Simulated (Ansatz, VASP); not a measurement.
# One calculation of Al2Cu, two programs

INCAR

```
  ALGO = Fast
  EDIFF = 1E-7
  ENCUT = 520
  ISIF = 2
  ISMEAR = 0
  LASPH = True
  LCHARG = True
  LELF = True
  LREAL = False
  LVHAR = True
  LWAVE = False
  NBANDS = 16
  NELM = 60
  PREC = Accurate
  SIGMA = 0.15
```

KPOINTS

```
k-points
0
Gamma
  10 10 14
```

Contents of POSCAR:

```
Al2Cu
1.0
    4.1366000000      0.0000000000      0.0000000000
    0.0000000000      4.1366000000      0.0000000000
    0.0000000000      0.0000000000      3.0471000000
Al Cu
2 1
Direct
    0.5000000000      0.0000000000      0.5000000000
    0.0000000000      0.5000000000      0.5000000000
    0.0000000000      0.0000000000      0.0000000000
```

Input for Ansatz:

```yaml
crystal:
  lattice:
    - [4.1366, 0.0, 0.0]
    - [0.0, 4.1366, 0.0]
    - [0.0, 0.0, 3.0471]
  atoms:
    - { symbol: Al, position: [0.5, 0.0, 0.5] }
    - { symbol: Al, position: [0.0, 0.5, 0.5] }
    - { symbol: Cu, position: [0.0, 0.0, 0.0] }
basis:
  ecutwfc: 520.0
kpoints:
  mp_grid: { grid: [10, 10, 14] }
hamiltonian:
  xc: lda
  pseudopotentials: { kind: paw, azcp: { folder: soft_1 } }
scf:
  occupations: { method: gaussian, width: 0.15 }
output:
  forces: true
  stress: true
  eigenvalues: true
```

Alike in both runs: task single point; functional LDA; k mesh 10 × 10 × 14; occupations gaussian, width 0.15 eV; no spin polarisation.

```csv
,VASP,Ansatz
version,VASP 6.6.1,Ansatz 0.2.0
potentials or method,"VASP PAW LDA potentials, release 64 (Al, Cu), cutoff 520 eV","scalar-relativistic, plane waves, PAW"
valence electrons in the cell,17,25
```

Ansatz gave:

| Property | Result |
| --- | --- |
| gap on the k mesh at the Fermi level (eV) | none |
| pressure (GPa) | -9.5 |
| traceless stress, the component that is largest in VASP (GPa) | -2.60 |

Problem. Which values does VASP return?

Solution. gap on the k mesh at the Fermi level (eV): none; pressure (GPa): -9.3; traceless stress, the component that is largest in VASP (GPa): -2.60.

Ansatz warns that its potentials were made for another functional, while VASP's fit it. LDA's correlation is that of Perdew and Zunger in VASP and of Perdew and Wang (1992) in Ansatz. A gap of «none» marks a metal or a gap that the smearing closes. VASP's potentials hold 17 valence electrons a cell and Ansatz's 25, so a difference there can come from the potentials and not from the codes.
